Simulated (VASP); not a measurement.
# BN (R3m) in VASP: G0W0 quasiparticle levels with PBE

Aim: the G0W0 quasiparticle levels of BN with PBE.

Program: VASP 6.6.1. These are calculated values, not measurements. Logs are shortened: lines on timing, memory, paths and dates and some standing lists are left out, and cuts for length are marked.

## (1) The cell of the first run

Symmetry: R3m, No. 160, trigonal system. The conventional cell has a = 2.502 Å, b = 2.502 Å, c = 10.119 Å, α = 90.00°, β = 90.00°, γ = 120.00°. N (site symmetry 3m) has 3 B at 1.44 Å within 1.9 Å. B (site symmetry 3m) has 3 N at 1.44 Å within 1.9 Å.

## (2) G0W0 quasiparticle levels, PBE

POSCAR

```
BN
1.0
    1.2511217832      0.7223354983      3.3729344033
   -1.2511217832      0.7223354983      3.3729344033
    0.0000000000     -1.4446709966      3.3729344033
N B
1 1
Direct
    0.6672382000      0.6672382000      0.6672382000
    0.0003288000      0.0003288000      0.0003288000
```

INCAR.step1

```
SYSTEM = BN
ALGO     = Normal         ! electronic algorithm
EDIFF    = 1E-8           ! SCF threshold, eV
ENCUT    = 500            ! plane-wave cutoff, eV
GGA      = PE             ! functional
ISMEAR   = 0              ! smearing method
LASPH    = .True.         ! aspherical terms in the spheres
LCHARG   = .False.        ! write CHGCAR
LREAL    = .False.        ! projectors in reciprocal space
LWAVE    = .True.         ! write WAVECAR
NELM     = 80             ! most SCF steps
PREC     = Accurate       ! precision mode
SIGMA    = 0.01           ! smearing width, eV
```

INCAR.step2

```
SYSTEM = BN
ALGO     = Exact          ! electronic algorithm
EDIFF    = 1E-8           ! SCF threshold, eV
ENCUT    = 500            ! plane-wave cutoff, eV
GGA      = PE             ! functional
ISMEAR   = 0              ! smearing method
ISTART   = 1            
LASPH    = .True.         ! aspherical terms in the spheres
LCHARG   = .False.        ! write CHGCAR
LOPTICS  = .True.         ! frequency-dependent dielectric function
LREAL    = .False.        ! projectors in reciprocal space
LWAVE    = .True.         ! write WAVECAR
NBANDS   = 118            ! bands
NELM     = 1              ! most SCF steps
PREC     = Accurate       ! precision mode
SIGMA    = 0.01           ! smearing width, eV
```

INCAR.step3

```
SYSTEM = BN
ALGO     = EVGW0          ! electronic algorithm
EDIFF    = 1E-8           ! SCF threshold, eV
ENCUT    = 500            ! plane-wave cutoff, eV
ENCUTGW  = 200            ! cutoff of the response function
GGA      = PE             ! functional
ISMEAR   = 0              ! smearing method
ISTART   = 1            
LASPH    = .True.         ! aspherical terms in the spheres
LCHARG   = .False.        ! write CHGCAR
LREAL    = .False.        ! projectors in reciprocal space
LWAVE    = .False.        ! write WAVECAR
NBANDS   = 118            ! bands
NBANDSGW = 12           
NELMGW   = 1            
NOMEGA   = 96             ! frequency points
OMEGAMAX = 20           
PREC     = Accurate       ! precision mode
PRECFOCK = Fast         
SIGMA    = 0.01           ! smearing width, eV
```

KPOINTS

```
k-points
0
Gamma
  6 6 6
  0 0 0
```

Potentials or basis: VASP PAW PBE potentials, release 64 (N_GW, B_GW).

Command:

```console
cat potpaw_PBE.64/N_GW/POTCAR potpaw_PBE.64/B_GW/POTCAR > POTCAR
cp INCAR.step1 INCAR
mpirun -np 1 vasp_std > vasp.out
cp INCAR.step2 INCAR
mpirun -np 1 vasp_std > vasp.out
cp INCAR.step3 INCAR
mpirun -np 1 vasp_std > vasp.out
```

OUTCAR:

```text
SYSTEM = BN
   EDIFF = 1E-8
   ENCUT = 500
   ENCUTGW = 200
   GGA = PE
   ISMEAR = 0
   ISTART = 1
   LASPH = .True.
   LREAL = .False.
   NELMGW = 1
   PREC = Accurate
   PRECFOCK = Fast

 ion  position               nearest neighbor table
   1  0.667  0.667  0.667-   2 1.44   2 1.44   2 1.44
   2  0.000  0.000  0.000-   1 1.44   1 1.44   1 1.44

  LATTYP: Found a trigonal (rhomboedric) cell.
 ALAT       =     3.6692997666
 COS(alpha) =     0.7674786797

  Lattice vectors:

 A1 = (   1.2511217832,   0.7223354983,   3.3729344033)
 A2 = (  -1.2511217832,   0.7223354983,   3.3729344033)
 A3 = (   0.0000000000,  -1.4446709966,   3.3729344033)

Analysis of symmetry for initial positions (statically):
=====================================================================
 Subroutine PRICEL returns:
 Original cell was already a primitive cell.

 Routine SETGRP: Setting up the symmetry group for a
 trigonal (rhombohedral) supercell.

 Subroutine GETGRP returns: Found  6 space group operations
 (whereof  6 operations were pure point group operations)
 out of a pool of 12 trial point group operations.

The static configuration has the point symmetry C_3v.

Analysis of symmetry for dynamics (positions and initial velocities):
=====================================================================
 Subroutine PRICEL returns:
 Original cell was already a primitive cell.

 Routine SETGRP: Setting up the symmetry group for a
 trigonal (rhombohedral) supercell.

 Subroutine GETGRP returns: Found  6 space group operations
 (whereof  6 operations were pure point group operations)
 out of a pool of 12 trial point group operations.

The dynamic configuration has the point symmetry C_3v.

 Subroutine INISYM returns: Found  6 space group operations
 (whereof  6 operations are pure point group operations),
 and found     1 'primitive' translations

----------------------------------------------------------------------------------------

                                     Primitive cell

  volume of cell :      18.2893

  direct lattice vectors                    reciprocal lattice vectors
     1.251121783  0.722335498  3.372934403     0.399641351  0.230733042  0.098825916
    -1.251121783  0.722335498  3.372934403    -0.399641351  0.230733042  0.098825916
     0.000000000 -1.444670997  3.372934403     0.000000000 -0.461466083  0.098825916

  length of vectors
     3.669299767  3.669299767  3.669299767     0.471929558  0.471929558  0.471929558

  position of ions in fractional coordinates (direct lattice)
     0.667238200  0.667238200  0.667238200
     0.000328800  0.000328800  0.000328800

  ion indices of the primitive-cell ions
   primitive index   ion index
                 1           1
                 2           2

----------------------------------------------------------------------------------------

 KPOINTS: k-points

Automatic generation of k-mesh.
 Grid dimensions read from file:
 generate k-points for:    6    6    6

 Generating k-lattice:

  Cartesian coordinates                     Fractional coordinates (reciprocal lattice)
     0.066606892  0.038455507  0.016470986     0.166666667  0.000000000  0.000000000
    -0.066606892  0.038455507  0.016470986     0.000000000  0.166666667  0.000000000
     0.000000000 -0.076911014  0.016470986     0.000000000  0.000000000  0.166666667

  Length of vectors
     0.078654926  0.078654926  0.078654926

  Shift w.r.t. Gamma in fractional coordinates (k-lattice)
     0.000000000  0.000000000  0.000000000

 Subroutine IBZKPT returns following result:
 ===========================================

 Found     32 irreducible k-points:

 Following reciprocal coordinates:
            Coordinates               Weight
  0.000000  0.000000  0.000000      1.000000
  0.166667 -0.000000  0.000000      6.000000
  0.333333 -0.000000  0.000000      6.000000
  0.500000 -0.000000 -0.000000      3.000000
  0.166667  0.166667  0.000000      6.000000
  0.333333  0.166667  0.000000     12.000000
[... 16 lines left out ...]
  0.500000  0.500000  0.166667      6.000000
 -0.333333  0.500000  0.166667     12.000000
 [... further k-points ...]
   k-points           NKPTS =     32   k-points in BZ     NKDIM =    216   number of bands    NBANDS=    118
   number of dos      NEDOS =    301   number of ions     NIONS =      2
   total plane-waves  NPLWV =  21952
   dimension x,y,z NGX =    28 NGY =   28 NGZ =   28
   dimension x,y,z NGXF=    56 NGYF=   56 NGZF=   56
   ions per type =               1   1
   NGX,Y,Z   is equivalent  to a cutoff of  12.69, 12.69, 12.69 a.u.
   NGXF,Y,Z  is equivalent  to a cutoff of  25.37, 25.37, 25.37 a.u.
 SYSTEM =  BN
   PREC   = accura    normal or accurate (medium, high low for compatibility)
   ISTART =      1    job   : 0-new  1-cont  2-samecut
   ICHARG =      0    charge: 1-file 2-atom 10-const
   ISPIN  =      1    spin polarized calculation?
   LNONCOLLINEAR =      F non collinear calculations
   LSORBIT =      F    spin-orbit coupling
   LASPH  =      T    aspherical Exc in radial PAW
   ENCUT  =  500.0 eV  36.75 Ry    6.06 a.u.   6.69  6.69  6.69*2*pi/ulx,y,z
   NELM   =     60;   NELMIN=  2; NELMDL=  0     # of ELM steps
   EDIFF  = 0.1E-07   stopping-criterion for ELM
   LREAL  =      F    real-space projection
   EDIFFG = 0.1E-06   stopping-criterion for IOM
   NSW    =      0    number of steps for IOM
   IBRION =     -1    ionic relax: 0-MD 1-quasi-New 2-CG
   NFREE  =      0    steps in history (QN), initial steepest desc. (CG)
   ISIF   =      0    stress and relaxation
   ISYM   =      3    0-nonsym 1-usesym 2-fastsym
   POTIM  = 0.5000    time-step for ionic-motion
   TEBEG  =    0.0;   TEEND  =   0.0 temperature during run
   PSTRESS=    0.0 pullay stress
   NELECT =       8.0000    total number of electrons
   NUPDOWN=      -1.0000    fix difference up-down
   EMIN   =  10.00;   EMAX   =-10.00  energy-range for DOS
   EFERMI =   0.00;   METHOD = LEGACY
   ISMEAR =     0;   SIGMA  =   0.01  broadening in eV -4-tet -1-fermi 0-gaus
   EFERMI_NEDOS =   21; number of points for ismear=-14 and -15
   IALGO  =     38    algorithm
   IMIX   =      4    mixing-type and parameters
     AMIX     =   0.40;   BMIX     =  1.00
     AMIX_MAG =   1.60;   BMIX_MAG =  1.00
  volume/ion in A,a.u.               =       9.14        61.71
  Fermi-wavevector in a.u.,A,eV,Ry     =   1.242717  2.348395 21.012099  1.544346
  Thomas-Fermi vector in A             =   2.377059
   LORBIT       =      0    0 simple, 1 ext, 2 COOP (PROOUT), +10 PAW based schemes
   GGA     = PE    functional components
   LHFCALC =     T    Hartree Fock is set to
   PRECFOCK=fast      Normal, Fast or Accurate (Low or Medium for compatibility)
   ENCUT4O =  -1.0   cutoff for four orbital integrals eV
   NKREDX  =     1    reduce k-point grid by
   NKREDY  =     1    reduce k-point grid by
   NKREDZ  =     1    reduce k-point grid by
   AEXX    =    1.0000 exact exchange contribution
   HFSCREEN=    0.0000 screening length (either q_TF or 0.3 A-1)
   HFSCREENC=   0.0000 screening length for correlation (either q_TF or 0.3 A-1)
   ENCUTFOCK=  -1.0 apply spherical cutoff to Coloumb kernel
   IVDW    =     0    specifies the selected vdW correction
   LEPSILON=     F    determine dielectric tensor
   LRPA    =     F    only Hartree local field effects (RPA)
   LRPAFORCE           =     F    calculate RPA forces
   ENCUTGW             = 200.0    cutoff for response function in eV
   ENCUTGWSOFT         = 160.0    soft cutoff for Coulomb kernel in GW response function in eV
   ENCUTLF             =  -1.0    cutoff for local field effects
   NELMGW              =     1    number of iterations in solving QP/BSE equation
   NELMHF              =     1    number of iterations in the inner HF iteration
   NKREDLFX            =     1    NKREDLFY  =   1   NKREDLFZ  =   1
 non-spin polarized calculation
 Gauss-broadening in eV      SIGMA  =   0.01
  energy-cutoff  :      500.00
  volume of cell :       18.29
 maximum number of plane-waves:       477
  NGX = 16; NGY = 16; NGZ = 16
   NGX = 13   NGY = 13   NGZ = 13
 maximum number of plane-waves:       122

 QP shifts <psi_nk| G(iteration)W_0 |psi_nk>: iteration 1
 for sc-GW calculations column KS-energies equals QP-energies in previous step
 and V_xc(KS)=  KS-energies - (<T + V_ion + V_H > + <T+V_H+V_ion>^1  + <V_x>^1)

 k-point   1 :       0.0000    0.0000    0.0000
  band No.  KS-energies  QP-energies   sigma(KS)   V_xc(KS)     V^pw_x(r,r')   Z            occupation Imag(sigma)

      1     -15.6102     -17.6154     -18.6700     -15.9608     -26.6366       0.7402       2.0000       1.1873
      2      -2.0087      -3.2781     -16.0631     -14.3378     -19.4372       0.7357       2.0000       0.0848
      3       0.8802      -0.4020     -19.8025     -18.1925     -22.6377       0.7964       2.0000       0.0360
      4       0.8802      -0.4020     -19.8025     -18.1925     -22.6377       0.7964       2.0000       0.0360
      5       7.3429       7.5467      -8.1800      -8.4223      -4.2763       0.8407       0.0000      -0.0468
      6      13.8601      15.4396     -12.3598     -14.3148      -7.2461       0.8079       0.0000      -0.0643
      7      13.8601      15.4396     -12.3598     -14.3148      -7.2461       0.8079       0.0000      -0.0643
      8      15.3283      16.4185     -13.4429     -15.0073      -6.1380       0.6969       0.0000      -0.5505
      9      16.9134      17.9365     -12.5793     -13.9220      -6.5505       0.7620       0.0000      -0.1435
     10      28.0946      28.7584      -9.3002     -10.1719      -2.6411       0.7614       0.0000      -0.8714
     11      30.1206      30.7889      -8.5839      -9.4133      -1.9190       0.8056       0.0000      -0.9093
     12      31.1843      32.0639      -9.2021     -10.2897      -3.3091       0.8088       0.0000      -0.8361

 k-point   2 :       0.1667   -0.0000    0.0000
  band No.  KS-energies  QP-energies   sigma(KS)   V_xc(KS)     V^pw_x(r,r')   Z            occupation Imag(sigma)
[... 353 lines left out ...]
      1     -12.4250     -14.4155     -19.7887     -17.2791     -26.9738       0.7932       2.0000       0.9925
      2      -5.8438      -7.4479     -17.9871     -15.7657     -22.5023       0.7221       2.0000       0.1412
      3      -3.1422      -4.6883     -18.5788     -16.5493     -22.3024       0.7618       2.0000       0.0650
      4       0.6280      -0.5549     -15.9553     -14.4315     -18.3034       0.7763       2.0000       0.0413
      5       7.5646       8.3713     -11.1350     -12.1390      -6.8356       0.8035       0.0000      -0.0541
      6      14.2239      15.2957     -11.9528     -13.3158      -6.5652       0.7864       0.0000      -0.1018
      7      16.0881      16.6737      -8.9629      -9.6819      -3.7685       0.8144       0.0000      -0.2449
      8      18.3920      19.3455     -11.1149     -12.3475      -5.0535       0.7736       0.0000      -0.3347
      9      21.6342      22.6181     -10.2918     -11.4990      -4.0558       0.8151       0.0000      -0.5354
     10      23.1290      24.3040     -11.2608     -12.7134      -4.6985       0.8089       0.0000      -0.6156
     11      24.9622      25.8333      -9.2120     -10.2452      -3.4684       0.8431       0.0000      -0.5962
     12      26.9883      27.8976      -8.9729     -10.0725      -3.0318       0.8268       0.0000      -0.6827

 [... further k-points ...]
```

Run time: 7.8 min. Hardware: 1 thread of Intel Xeon Platinum 8488C (Sapphire Rapids), shared host; peak memory 0.53 GiB.

What came out:

```yaml
Quasiparticle_gap: 5.91 eV
Least_direct_quasiparticle_gap: 6.46 eV
Band_gap_of_the_starting_levels_on_the_mesh: 4.29 eV
Least_direct_gap_of_the_starting_levels_on_the_mesh: 4.71 eV
```

Caveat: the k points lie up to 0.49 Å⁻¹ apart; bands, screening cutoff and mesh are small and nothing is extrapolated, so the quasiparticle values aren't converged.
